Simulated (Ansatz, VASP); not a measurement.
**Ba in VASP and in Ansatz**

```
CELL_PARAMETERS angstrom
3.91814 0.00000 0.00000
0.00000 3.91814 0.00000
0.00000 0.00000 3.58614
ATOMIC_POSITIONS crystal
Ba 0.50000 0.50000 0.50000
```

Alike in both runs: task single point; functional PBE; k mesh 10 × 10 × 12; occupations gaussian, width 0.1 eV; no spin polarisation.

|  | VASP | Ansatz |
| --- | --- | --- |
| version | VASP 6.6.1 | Ansatz 0.2.0 |
| potentials or method | VASP PAW PBE potentials, release 64 (Ba_sv), cutoff 520 eV | scalar-relativistic, plane waves, PAW |
| valence electrons in the cell | 10 | 10 |

|  | VASP | Ansatz | Ansatz less VASP |
| --- | --- | --- | --- |
| gap on the k mesh at the Fermi level (eV) | none | none | - |
| pressure (GPa) | 1.2 | 1.0 | -0.24 |
| traceless stress, the component that is largest in VASP (GPa) | 2.54 | 2.40 | -0.133 |

A gap of «none» marks a metal or a gap that the smearing closes. With one functional, cell and mesh, what is left measures potentials, basis and numerics.

Neither program's run includes spin-orbit coupling.
